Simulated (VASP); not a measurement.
# In (I4/mmm) in VASP: single point with r2SCAN

Aim: the single point of In with r2SCAN.

Program: VASP 6.6.1. These are calculated values, not measurements. Logs are shortened: lines on timing, memory, paths and dates and some standing lists are left out, and cuts for length are marked.

## Step 1: The cell of the first run

The typed cell holds 1 atom: a = 3.307 Å, b = 3.307 Å, c = 3.307 Å, α = 119.98°, β = 119.98°, γ = 90.04°.

This isn't the form of In at room conditions, which is tetragonal.

## Step 2: Single point, r2SCAN

The input, POSCAR:

```
In
1.0
   -1.6542731642      1.6542731642      2.3378786880
    1.6542731642     -1.6542731642      2.3378786880
    1.6542731642      1.6542731642     -2.3378786880
In
1
Direct
    0.0000000000      0.0000000000      0.0000000000
```

The input, INCAR.step1:

```
SYSTEM = In
PREC     = Accurate       ! precision mode
ENCUT    = 520            ! plane-wave cutoff, eV
ISMEAR   = 0              ! smearing method
SIGMA    = 0.1            ! smearing width, eV
LREAL    = .False.        ! projectors in reciprocal space
LASPH    = .True.         ! aspherical terms in the spheres
NELM     = 60             ! most SCF steps
NBANDS   = 12             ! bands
GGA      = PE             ! functional
ALGO     = Normal         ! electronic algorithm
EDIFF    = 1E-4           ! SCF threshold, eV
LWAVE    = .True.         ! write WAVECAR
LCHARG   = .False.        ! write CHGCAR
```

The input, INCAR.step2:

```
SYSTEM = In
PREC     = Accurate       ! precision mode
ENCUT    = 520            ! plane-wave cutoff, eV
EDIFF    = 1E-6           ! SCF threshold, eV
ISMEAR   = 0              ! smearing method
SIGMA    = 0.1            ! smearing width, eV
LREAL    = .False.        ! projectors in reciprocal space
LASPH    = .True.         ! aspherical terms in the spheres
NELM     = 60             ! most SCF steps
ALGO     = Normal         ! electronic algorithm
ISIF     = 2              ! what is computed and relaxed
LWAVE    = .False.        ! write WAVECAR
LCHARG   = .False.        ! write CHGCAR
METAGGA  = R2SCAN         ! meta-GGA
LMIXTAU  = .True.       
NBANDS   = 12             ! bands
ISTART   = 1
```

The input, KPOINTS:

```
Automatic mesh
0
Gamma
  18 18 18
  0 0 0
```

Potentials or basis: VASP PAW PBE potentials, release 64 (In_d).

On the command line:

```console
$ cat potpaw_PBE.64/In_d/POTCAR > POTCAR
$ cp INCAR.step1 INCAR
$ mpirun -np 1 vasp_std > vasp.out
$ cp INCAR.step2 INCAR
$ mpirun -np 1 vasp_std > vasp.out
```

OUTCAR:

```text
SYSTEM = In
   PREC = Accurate
   ENCUT = 520
   EDIFF = 1E-6
   ISMEAR = 0
   LREAL = .False.
   LASPH = .True.
   NELM = 60
   ISIF = 2
   METAGGA = R2SCAN
   ISTART = 1

 ion  position               nearest neighbor table
   1  0.000  0.000  0.000-

  LATTYP: Found a body centered tetragonal cell.
 ALAT       =     3.3085463284
 C/A-ratio  =     1.4132361805

  Lattice vectors:

 A1 = (  -1.6542731642,   1.6542731642,   2.3378786880)
 A2 = (   1.6542731642,  -1.6542731642,   2.3378786880)
 A3 = (   1.6542731642,   1.6542731642,  -2.3378786880)

Analysis of symmetry for initial positions (statically):
=====================================================================
 Subroutine PRICEL returns:
 Original cell was already a primitive cell.

 Routine SETGRP: Setting up the symmetry group for a
 body centered tetragonal supercell.

 Subroutine GETGRP returns: Found 16 space group operations
 (whereof 16 operations were pure point group operations)
 out of a pool of 16 trial point group operations.

The static configuration has the point symmetry D_4h.

Analysis of symmetry for dynamics (positions and initial velocities):
=====================================================================
 Subroutine PRICEL returns:
 Original cell was already a primitive cell.

 Routine SETGRP: Setting up the symmetry group for a
 body centered tetragonal supercell.

 Subroutine GETGRP returns: Found 16 space group operations
 (whereof 16 operations were pure point group operations)
 out of a pool of 16 trial point group operations.

The dynamic configuration has the point symmetry D_4h.

 Subroutine INISYM returns: Found 16 space group operations
 (whereof 16 operations are pure point group operations),
 and found     1 'primitive' translations

----------------------------------------------------------------------------------------

                                     Primitive cell

  volume of cell :      25.5915

  direct lattice vectors                    reciprocal lattice vectors
    -1.654273164  1.654273164  2.337878688     0.000000000  0.302247543  0.213869095
     1.654273164 -1.654273164  2.337878688     0.302247543  0.000000000  0.213869095
     1.654273164  1.654273164 -2.337878688     0.302247543  0.302247543  0.000000000

  length of vectors
     3.307403236  3.307403236  3.307403236     0.370261485  0.370261485  0.427442575

  position of ions in fractional coordinates (direct lattice)
     0.000000000  0.000000000  0.000000000

  ion indices of the primitive-cell ions
   primitive index   ion index
                 1           1

----------------------------------------------------------------------------------------

 KPOINTS: Automatic mesh

Automatic generation of k-mesh.
 Grid dimensions read from file:
 generate k-points for:   18   18   18

 Generating k-lattice:

  Cartesian coordinates                     Fractional coordinates (reciprocal lattice)
     0.000000000  0.016791530  0.011881616     0.055555556  0.000000000 -0.000000000
     0.016791530  0.000000000  0.011881616     0.000000000  0.055555556 -0.000000000
     0.016791530  0.016791530  0.000000000     0.000000000  0.000000000  0.055555556

  Length of vectors
     0.020570083  0.020570083  0.023746810

  Shift w.r.t. Gamma in fractional coordinates (k-lattice)
     0.000000000  0.000000000  0.000000000

 Subroutine IBZKPT returns following result:
 ===========================================

 Found    480 irreducible k-points:

 Following reciprocal coordinates:
            Coordinates               Weight
  0.000000  0.000000  0.000000      1.000000
  0.055556  0.000000 -0.000000      8.000000
  0.111111  0.000000 -0.000000      8.000000
  0.166667  0.000000 -0.000000      8.000000
  0.222222  0.000000 -0.000000      8.000000
  0.277778  0.000000 -0.000000      8.000000
[... 16 lines left out ...]
 -0.277778  0.055556  0.000000     16.000000
 -0.222222  0.055556  0.000000     16.000000
 [... further k-points ...]
   k-points           NKPTS =    480   k-points in BZ     NKDIM =    480   number of bands    NBANDS=     12
   number of dos      NEDOS =    301   number of ions     NIONS =      1
   total plane-waves  NPLWV =  21952
   dimension x,y,z NGX =    28 NGY =   28 NGZ =   28
   dimension x,y,z NGXF=    56 NGYF=   56 NGZF=   56
   ions per type =               1
   NGX,Y,Z   is equivalent  to a cutoff of  14.07, 14.07, 14.07 a.u.
   NGXF,Y,Z  is equivalent  to a cutoff of  28.15, 28.15, 28.15 a.u.
 SYSTEM =  In
   PREC   = accura    normal or accurate (medium, high low for compatibility)
   ISTART =      1    job   : 0-new  1-cont  2-samecut
   ICHARG =      0    charge: 1-file 2-atom 10-const
   ISPIN  =      1    spin polarized calculation?
   LNONCOLLINEAR =      F non collinear calculations
   LSORBIT =      F    spin-orbit coupling
   LASPH  =      T    aspherical Exc in radial PAW
   ENCUT  =  520.0 eV  38.22 Ry    6.18 a.u.   6.15  6.15  6.15*2*pi/ulx,y,z
   NELM   =     60;   NELMIN=  2; NELMDL=  0     # of ELM steps
   EDIFF  = 0.1E-05   stopping-criterion for ELM
   LREAL  =      F    real-space projection
   EDIFFG = 0.1E-04   stopping-criterion for IOM
   NSW    =      0    number of steps for IOM
   IBRION =     -1    ionic relax: 0-MD 1-quasi-New 2-CG
   NFREE  =      0    steps in history (QN), initial steepest desc. (CG)
   ISIF   =      2    stress and relaxation
   ISYM   =      2    0-nonsym 1-usesym 2-fastsym
   POTIM  = 0.5000    time-step for ionic-motion
   TEBEG  =    0.0;   TEEND  =   0.0 temperature during run
   PSTRESS=    0.0 pullay stress
   NELECT =      13.0000    total number of electrons
   NUPDOWN=      -1.0000    fix difference up-down
   EMIN   =  10.00;   EMAX   =-10.00  energy-range for DOS
   EFERMI =   0.00;   METHOD = LEGACY
   ISMEAR =     0;   SIGMA  =   0.10  broadening in eV -4-tet -1-fermi 0-gaus
   EFERMI_NEDOS =   21; number of points for ismear=-14 and -15
   IALGO  =     38    algorithm
   IMIX   =      4    mixing-type and parameters
     AMIX     =   0.40;   BMIX     =  1.00
     AMIX_MAG =   1.60;   BMIX_MAG =  1.00
  volume/ion in A,a.u.               =      25.59       172.70
  Fermi-wavevector in a.u.,A,eV,Ry     =   1.306243  2.468440 23.215206  1.706269
  Thomas-Fermi vector in A             =   2.437058
   LORBIT       =      0    0 simple, 1 ext, 2 COOP (PROOUT), +10 PAW based schemes
   METAGGA = R2SCAN    functional components
   LHFCALC =     F    Hartree Fock is set to
   AEXX    =    0.0000 exact exchange contribution
   IVDW    =     0    specifies the selected vdW correction
   LEPSILON=     F    determine dielectric tensor
   LRPA    =     F    only Hartree local field effects (RPA)
 non-spin polarized calculation
 Gauss-broadening in eV      SIGMA  =   0.10
  energy-cutoff  :      520.00
  volume of cell :       25.59
 maximum number of plane-waves:       701
 NGX is ok and might be reduce to    28
   NGX = 13   NGY = 13   NGZ = 13

 number of electron      13.0000002 magnetization

 Free energy of the ion-electron system (eV)
  ---------------------------------------------------
  ext. energy  EPLUGINS =         0.00000000
  ---------------------------------------------------
  free energy    TOTEN  =       -22.57133472 eV

  energy without entropy =      -22.56911976  energy(sigma->0) =      -22.57022724

 E-fermi :   7.7921     XC(G=0): -11.1960

 val. band max:        7.7917554681   @ k =   0.4444   0.2222   0.1111
 cond. band min:       7.7952336908   @ k =  -0.3333   0.4444   0.1111
 fundamental gap:      0.0034782227
 Fermi energy:         7.7921155655

 k-point     1 :       0.0000    0.0000    0.0000
  band No.  band energies     occupation
      1      -7.5120      2.00000
      2      -7.5119      2.00000
      3      -7.5110      2.00000
      4      -7.3209      2.00000
      5      -7.3197      2.00000
      6      -2.4586      2.00000
      7      19.1584      0.00000
      8      19.1608      0.00000
      9      19.1608      0.00000
     10      19.9086      0.00000
     11      22.5126      0.00000
     12      22.5143      0.00000

 k-point     2 :       0.0556    0.0000   -0.0000
  band No.  band energies     occupation
      1      -7.5128      2.00000
      2      -7.5058      2.00000
      3      -7.5052      2.00000
      4      -7.3217      2.00000
      5      -7.3206      2.00000
      6      -2.3863      2.00000
      7      18.1208      0.00000
      8      19.0110      0.00000
      9      19.0116      0.00000
     10      19.7808      0.00000
     11      22.7574      0.00000
     12      22.7580      0.00000

 k-point     3 :       0.1111    0.0000   -0.0000
  band No.  band energies     occupation
      1      -7.5169      2.00000
      2      -7.4901      2.00000
      3      -7.4894      2.00000
      4      -7.3222      2.00000
      5      -7.3212      2.00000
      6      -2.1680      2.00000
      7      16.1615      0.00000
      8      18.6590      0.00000
      9      18.6605      0.00000
     10      19.7352      0.00000
     11      23.3920      0.00000
     12      23.3928      0.00000
[... 286 lines left out ...]
 k-point    23 :      -0.2778    0.0556    0.0000
  band No.  band energies     occupation
      1      -7.5499      2.00000
      2      -7.4649      2.00000
      3      -7.4541      2.00000
      4      -7.2998      2.00000
      5      -7.2475      2.00000
      6      -0.7844      2.00000
      7      10.8541      0.00000
      8      16.6678      0.00000
      9      17.6533      0.00000
     10      19.7210      0.00000
     11      21.7346      0.00000
     12      23.5668      0.00000

 k-point    24 :      -0.2222    0.0556    0.0000
  band No.  band energies     occupation
      1      -7.5388      2.00000
      2      -7.4607      2.00000
      3      -7.4535      2.00000
      4      -7.3295      2.00000
      5      -7.2809      2.00000
      6      -1.4065      2.00000
      7      12.8059      0.00000
      8      17.0043      0.00000
      9      18.0177      0.00000
     10      20.0869      0.00000
     11      21.9189      0.00000
     12      23.6080      0.00000

 [... further k-points ...]
[... 5 lines left out ...]
  --------------------------------------------------------------------------------------
  -------------------------------------------------------------------------------------
  Total        0.2098891      0.2098891      0.2101344      0.0000000     -0.0000000      0.0000000
  in kB       13.1402624     13.1402624     13.1556209      0.0000000     -0.0000000      0.0000000
  external PRESSURE =      13.1453819 kB  Pullay stress =       0.0000000 kB

 VOLUME and BASIS-vectors are now :
 -----------------------------------------------------------------------------
  energy-cutoff  :      520.00
  volume of cell :       25.59
      direct lattice vectors                 reciprocal lattice vectors
    -1.654273164  1.654273164  2.337878688     0.000000000  0.302247543  0.213869095
     1.654273164 -1.654273164  2.337878688     0.302247543  0.000000000  0.213869095
     1.654273164  1.654273164 -2.337878688     0.302247543  0.302247543  0.000000000

 POSITION                                       TOTAL-FORCE (eV/Angst)
 -----------------------------------------------------------------------------------
      0.00000      0.00000      0.00000        -0.000000      0.000000     -0.000000
 -----------------------------------------------------------------------------------
    total drift:                               -0.000000     -0.000000     -0.000000

  FREE ENERGIE OF THE ION-ELECTRON SYSTEM (eV)
  ---------------------------------------------------
  free  energy   TOTEN  =       -22.5713347249 eV

  energy  without entropy=      -22.5691197648  energy(sigma->0) =      -22.57022724
```

It took 13 min on 1 thread of Intel Xeon 8259CL, shared host; peak memory 0.28 GiB.

Results:

```yaml
Free_energy: -22.5713 eV
Pressure: 1.3 GPa
Band_gap_on_the_k_mesh: zero (an odd number of electrons rules out a gap without spin polarisation)
```

Levels at points of the mesh, in eV from the Fermi level:
| k point | band 3 | band 4 | band 5 | band 6 | band 7 | band 8 | band 9 | band 10 |
| --- | --- | --- | --- | --- | --- | --- | --- | --- |
| (0.00, 0.00, 0.00) | -15.30 | -15.11 | -15.11 | -10.25 | 11.37 | 11.37 | 11.37 | 12.12 |
| (0.50, 0.00, 0.00) | -15.29 | -14.94 | -14.94 | -4.55 | -3.74 | 9.01 | 9.02 | 11.59 |
| (0.50, 0.50, 0.00) | -14.95 | -14.89 | -14.89 | -2.57 | -2.05 | 4.25 | 4.25 | 7.84 |
| (0.50, 0.50, 0.50) | -14.95 | -14.89 | -14.89 | -2.57 | -2.03 | 4.24 | 4.24 | 7.83 |

Caveat: the PAW data sets were made with another functional, which shifts forces and pressure a little; spin-orbit coupling is left out, which moves the levels of the heavy elements.
